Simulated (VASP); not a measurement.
# TaSi3 (I4/mmm) in VASP: relaxation of cell and atoms with PBE

Aim: the relaxation of cell and atoms of TaSi3 with PBE.

Program: VASP 6.6.1. These are calculated values, not measurements. Logs are shortened: lines on timing, memory, paths and dates and some standing lists are left out, and cuts for length are marked.

## 1. The cell of the first run

Symmetry: I4/mmm, No. 139, tetragonal system. Conventional cell: a = 3.710 Å, b = 3.710 Å, c = 8.553 Å, α = 90.00°, β = 90.00°, γ = 90.00°. Ta (site symmetry 4/mmm) has 12 Si at 2.62 to 2.83 Å within 3.5 Å. Si (site symmetry 4/mmm) has 4 Ta at 2.62 Å and 8 Si at 2.83 Å within 3.5 Å. Within 3.5 Å of Si (site symmetry -4m2) lie 8 Si at 2.62 to 2.83 Å and 4 Ta at 2.83 Å.

## 2. Relaxation of cell and atoms, PBE

Input file INCAR:

```
  ALGO = Normal
  EDIFF = 1E-7
  EDIFFG = -0.01
  ENCUT = 500
  GGA = PE
  GGA_COMPAT = False
  IBRION = 2
  ISIF = 3
  ISMEAR = 0
  LASPH = True
  LCHARG = False
  LREAL = False
  LWAVE = False
  NELM = 120
  NELMIN = 4
  NSW = 100
  PREC = Accurate
  SIGMA = 0.1
```

Input file KPOINTS:

```
k-points
0
Gamma
  18 18 18
```

Input file POSCAR:

```
TaSi3
1.0
   -1.8551157771      1.8551157771      4.2767396309
    1.8551157771     -1.8551157771      4.2767396309
    1.8551157771      1.8551157771     -4.2767396309
Ta Si
1 3
Direct
    0.0000000000      0.0000000000      0.0000000000
    0.5000000000      0.5000000000      0.0000000000
    0.2500000000      0.7500000000      0.5000000000
    0.7500000000      0.2500000000      0.5000000000
```

Potentials or basis: VASP PAW PBE potentials, release 64 (Ta_pv, Si).

On the command line:

```
$ cat potpaw_PBE.64/Ta_pv/POTCAR potpaw_PBE.64/Si/POTCAR > POTCAR
$ mpirun -np 1 vasp_std > vasp.out
```

OUTCAR:

```text
EDIFF = 1E-7
   EDIFFG = -0.01
   ENCUT = 500
   GGA = PE
   IBRION = 2
   ISIF = 3
   ISMEAR = 0
   LASPH = True
   LREAL = False
   NELM = 120
   NELMIN = 4
   NSW = 100
   PREC = Accurate

 ion  position               nearest neighbor table
   1  0.000  0.000  0.000-   2 2.62   2 2.62   2 2.62   2 2.62   4 2.83   3 2.83   4 2.83   3 2.83
                             4 2.83   4 2.83   3 2.83   3 2.83
   2  0.500  0.500  0.000-   1 2.62   1 2.62   1 2.62   1 2.62   4 2.83   3 2.83   4 2.83   4 2.83
                             3 2.83   3 2.83   4 2.83   3 2.83
   3  0.250  0.750  0.500-   4 2.62   4 2.62   4 2.62   4 2.62   2 2.83   1 2.83   2 2.83   2 2.83
                             1 2.83   1 2.83   2 2.83   1 2.83
   4  0.750  0.250  0.500-   3 2.62   3 2.62   3 2.62   3 2.62   2 2.83   1 2.83   2 2.83   1 2.83
                             2 2.83   2 2.83   1 2.83   1 2.83

  LATTYP: Found a body centered tetragonal cell.
 ALAT       =     3.7102315542
 C/A-ratio  =     2.3053761300

  Lattice vectors:

 A1 = (  -1.8551157771,   1.8551157771,   4.2767396309)
 A2 = (   1.8551157771,  -1.8551157771,   4.2767396309)
 A3 = (   1.8551157771,   1.8551157771,  -4.2767396309)

Analysis of symmetry for initial positions (statically):
=====================================================================
 Subroutine PRICEL returns:
 Original cell was already a primitive cell.

 Routine SETGRP: Setting up the symmetry group for a
 body centered tetragonal supercell.

 Subroutine GETGRP returns: Found 16 space group operations
 (whereof 16 operations were pure point group operations)
 out of a pool of 16 trial point group operations.

The static configuration has the point symmetry D_4h.

Analysis of symmetry for dynamics (positions and initial velocities):
=====================================================================
 Subroutine PRICEL returns:
 Original cell was already a primitive cell.

 Routine SETGRP: Setting up the symmetry group for a
 body centered tetragonal supercell.

 Subroutine GETGRP returns: Found 16 space group operations
 (whereof 16 operations were pure point group operations)
 out of a pool of 16 trial point group operations.

The dynamic configuration has the point symmetry D_4h.

 Subroutine INISYM returns: Found 16 space group operations
 (whereof 16 operations are pure point group operations),
 and found     1 'primitive' translations

----------------------------------------------------------------------------------------

                                     Primitive cell

  volume of cell :      58.8728

  direct lattice vectors                    reciprocal lattice vectors
    -1.855115777  1.855115777  4.276739631     0.000000000  0.269524957  0.116911489
     1.855115777 -1.855115777  4.276739631     0.269524957  0.000000000  0.116911489
     1.855115777  1.855115777 -4.276739631     0.269524957  0.269524957  0.000000000

  length of vectors
     5.017311129  5.017311129  5.017311129     0.293789038  0.293789038  0.381165850

  position of ions in fractional coordinates (direct lattice)
     0.000000000  0.000000000  0.000000000
     0.500000000  0.500000000  0.000000000
     0.250000000  0.750000000  0.500000000
     0.750000000  0.250000000  0.500000000

  ion indices of the primitive-cell ions
   primitive index   ion index
                 1           1
                 2           2
                 3           3
                 4           4

----------------------------------------------------------------------------------------

 KPOINTS: k-points

Automatic generation of k-mesh.
 Grid dimensions read from file:
 generate k-points for:   18   18   18

 Generating k-lattice:

  Cartesian coordinates                     Fractional coordinates (reciprocal lattice)
     0.000000000  0.014973609  0.006495083     0.055555556  0.000000000  0.000000000
     0.014973609  0.000000000  0.006495083     0.000000000  0.055555556  0.000000000
     0.014973609  0.014973609  0.000000000     0.000000000  0.000000000  0.055555556

  Length of vectors
     0.016321613  0.016321613  0.021175881

  Shift w.r.t. Gamma in fractional coordinates (k-lattice)
     0.000000000  0.000000000  0.000000000

 Subroutine IBZKPT returns following result:
 ===========================================

 Found    480 irreducible k-points:

 Following reciprocal coordinates:
            Coordinates               Weight
  0.000000  0.000000  0.000000      1.000000
  0.055556  0.000000 -0.000000      8.000000
  0.111111  0.000000 -0.000000      8.000000
  0.166667  0.000000  0.000000      8.000000
  0.222222  0.000000 -0.000000      8.000000
  0.277778  0.000000  0.000000      8.000000
[... 16 lines left out ...]
 -0.277778  0.055556 -0.000000     16.000000
 -0.222222  0.055556  0.000000     16.000000
 [... further k-points ...]
   k-points           NKPTS =    480   k-points in BZ     NKDIM =    480   number of bands    NBANDS=     15
   number of dos      NEDOS =    301   number of ions     NIONS =      4
   total plane-waves  NPLWV =  64000
   dimension x,y,z NGX =    40 NGY =   40 NGZ =   40
   dimension x,y,z NGXF=    80 NGYF=   80 NGZF=   80
   ions per type =               1   3
   NGX,Y,Z   is equivalent  to a cutoff of  13.25, 13.25, 13.25 a.u.
   NGXF,Y,Z  is equivalent  to a cutoff of  26.51, 26.51, 26.51 a.u.
 SYSTEM =  unknown system
   PREC   = accura    normal or accurate (medium, high low for compatibility)
   ISTART =      0    job   : 0-new  1-cont  2-samecut
   ICHARG =      2    charge: 1-file 2-atom 10-const
   ISPIN  =      1    spin polarized calculation?
   LNONCOLLINEAR =      F non collinear calculations
   LSORBIT =      F    spin-orbit coupling
   LASPH  =      T    aspherical Exc in radial PAW
   ENCUT  =  500.0 eV  36.75 Ry    6.06 a.u.   9.15  9.15  9.15*2*pi/ulx,y,z
   NELM   =    120;   NELMIN=  4; NELMDL= -5     # of ELM steps
   EDIFF  = 0.1E-06   stopping-criterion for ELM
   LREAL  =      F    real-space projection
   EDIFFG = -.1E-01   stopping-criterion for IOM
   NSW    =    100    number of steps for IOM
   IBRION =      2    ionic relax: 0-MD 1-quasi-New 2-CG
   NFREE  =      1    steps in history (QN), initial steepest desc. (CG)
   ISIF   =      3    stress and relaxation
   ISYM   =      2    0-nonsym 1-usesym 2-fastsym
   POTIM  = 0.5000    time-step for ionic-motion
   TEBEG  =    0.0;   TEEND  =   0.0 temperature during run
   PSTRESS=    0.0 pullay stress
   NELECT =      23.0000    total number of electrons
   NUPDOWN=      -1.0000    fix difference up-down
   EMIN   =  10.00;   EMAX   =-10.00  energy-range for DOS
   EFERMI =   0.00;   METHOD = LEGACY
   ISMEAR =     0;   SIGMA  =   0.10  broadening in eV -4-tet -1-fermi 0-gaus
   EFERMI_NEDOS =   21; number of points for ismear=-14 and -15
   IALGO  =     38    algorithm
   IMIX   =      4    mixing-type and parameters
     AMIX     =   0.40;   BMIX     =  1.00
     AMIX_MAG =   1.60;   BMIX_MAG =  1.00
  volume/ion in A,a.u.               =      14.72        99.32
  Fermi-wavevector in a.u.,A,eV,Ry     =   1.196775  2.261577 19.487221  1.432270
  Thomas-Fermi vector in A             =   2.332707
   LORBIT       =      0    0 simple, 1 ext, 2 COOP (PROOUT), +10 PAW based schemes
   GGA     = PE    functional components
   LHFCALC =     F    Hartree Fock is set to
   AEXX    =    0.0000 exact exchange contribution
   IVDW    =     0    specifies the selected vdW correction
   LEPSILON=     F    determine dielectric tensor
   LRPA    =     F    only Hartree local field effects (RPA)
 conjugate gradient relaxation of ions
 non-spin polarized calculation
 Gauss-broadening in eV      SIGMA  =   0.10
  energy-cutoff  :      500.00
  volume of cell :       58.87
 maximum number of plane-waves:      1534
 NGX is ok and might be reduce to    40
   NGX = 19   NGY = 19   NGZ = 19

--------------------------------------- Ionic step        1  -------------------------------------------

 number of electron      22.9999999 magnetization

 Free energy of the ion-electron system (eV)
  ---------------------------------------------------
  ext. energy  EPLUGINS =         0.00000000
  ---------------------------------------------------
  free energy    TOTEN  =       -27.56933369 eV

  energy without entropy =      -27.55601632  energy(sigma->0) =      -27.56267500

------------------------ aborting loop because EDIFF is reached ----------------------------------------

  FORCE on cell =-STRESS in cart. coord.  units (eV):
  Direction    XX          YY          ZZ          XY          YZ          ZX
  --------------------------------------------------------------------------------------
  -------------------------------------------------------------------------------------
  Total        0.5832678      0.5832678     -0.6251524      0.0000000     -0.0000000      0.0000000
  in kB       15.8731740     15.8731740    -17.0130283      0.0000000     -0.0000000      0.0000000
  external PRESSURE =       4.9111066 kB  Pullay stress =       0.0000000 kB
[... 137 lines left out ...]
  energy  without entropy=      -27.5678144228  energy(sigma->0) =      -27.57441222

--------------------------------------- Ionic step        5  -------------------------------------------

 number of electron      23.0000000 magnetization

 Free energy of the ion-electron system (eV)
  ---------------------------------------------------
  ext. energy  EPLUGINS =         0.00000000
  ---------------------------------------------------
  free energy    TOTEN  =       -27.58154416 eV

  energy without entropy =      -27.56839301  energy(sigma->0) =      -27.57496859

 E-fermi :   9.7709     XC(G=0): -11.7858

 val. band max:        9.7700331363   @ k =   0.5000   0.2778   0.0556
 cond. band min:       9.7714720447   @ k =   0.4444   0.4444  -0.0000
 fundamental gap:      0.0014389084
 Fermi energy:         9.7708916084

 k-point     1 :       0.0000    0.0000    0.0000
  band No.  band energies     occupation
      1     -25.2065      2.00000
      2     -25.2065      2.00000
      3     -25.1446      2.00000
      4      -4.1135      2.00000
      5       2.9681      2.00000
      6       4.3679      2.00000
      7       5.4612      2.00000
      8       5.4612      2.00000
      9       5.5821      2.00000
     10       7.0986      2.00000
     11       8.9064      2.00000
     12       8.9064      2.00000
     13       9.1699      2.00000
     14      10.4918      0.00000
     15      12.9773      0.00000
[... 397 lines left out ...]
 k-point    24 :      -0.2222    0.0556    0.0000
  band No.  band energies     occupation
      1     -25.2343      2.00000
      2     -25.2062      2.00000
      3     -25.1429      2.00000
      4      -3.4515      2.00000
      5       2.3857      2.00000
      6       3.3688      2.00000
      7       4.6272      2.00000
      8       5.4074      2.00000
      9       5.8935      2.00000
     10       6.8409      2.00000
     11       8.5247      2.00000
     12       9.5148      1.99971
     13      10.8262      0.00000
     14      11.3755      0.00000
     15      12.2754      0.00000

 [... further k-points ...]
[... 5 lines left out ...]
  --------------------------------------------------------------------------------------
  -------------------------------------------------------------------------------------
  Total       -0.0256622     -0.0256622      0.0006390      0.0000000      0.0000000      0.0000000
  in kB       -0.6982350     -0.6982350      0.0173875      0.0000000      0.0000000      0.0000000
  external PRESSURE =      -0.4596942 kB  Pullay stress =       0.0000000 kB
[... 19 lines left out ...]
  FREE ENERGIE OF THE ION-ELECTRON SYSTEM (eV)
  ---------------------------------------------------
  free  energy   TOTEN  =       -27.5815441609 eV

  energy  without entropy=      -27.5683930121  energy(sigma->0) =      -27.57496859

 reached required accuracy - stopping structural energy minimisation
```

It took 15 min on 1 thread of Intel Xeon 6975P-C (Granite Rapids), shared host; peak memory 0.57 GiB.

What came out:

```yaml
Free_energy: -27.5815 eV
Relaxed_volume: 14.72 Å³/atom
Relaxed_cell: a = 4.959 Å, b = 4.959 Å, c = 4.959 Å, α = 135.59°, β = 135.59°, γ = 64.62°
Space_group_after_relaxing_to_0.1_Å: I4/mmm (No. 139)
Energy_gained_by_relaxing: 3.1 meV/atom
Ionic_steps: 5
Pressure_after_relaxing: 0.0 GPa
Band_gap_on_the_k_mesh: zero (an odd number of electrons rules out a gap without spin polarisation)
```

Step by step:
| step | energy change (eV) | largest force (eV/Å) | pressure (GPa) | volume (Å³) |
| --- | --- | --- | --- | --- |
| 1 | 0.0000 | 0.0000 | 0.49 | 58.87 |
| 2 | -0.0084 | 0.0000 | -0.67 | 59.25 |
| 3 | -0.0093 | 0.0000 | -1.17 | 59.43 |
| 4 | -0.0117 | 0.0000 | 0.45 | 58.66 |
| 5 | -0.0122 | 0.0000 | -0.05 | 58.88 |

Final structure:
```cif
data_structure
_symmetry_space_group_name_H-M 'P 1'
_symmetry_Int_Tables_number 1
_cell_length_a 4.9588
_cell_length_b 4.9588
_cell_length_c 4.9588
_cell_angle_alpha 135.587
_cell_angle_beta 135.587
_cell_angle_gamma 64.620
_cell_volume 58.88
loop_
_atom_site_label
_atom_site_type_symbol
_atom_site_fract_x
_atom_site_fract_y
_atom_site_fract_z
_atom_site_occupancy
Ta1 Ta 0.00000 0.00000 0.00000 1
Si1 Si 0.50000 0.50000 0.00000 1
Si2 Si 0.25000 0.75000 0.50000 1
Si3 Si 0.75000 0.25000 0.50000 1
```

Caveat: spin-orbit coupling is left out, which moves the levels of the heavy elements; an odd number of electrons without spin polarisation forces a metal; a magnetic or distorted state may lie lower.
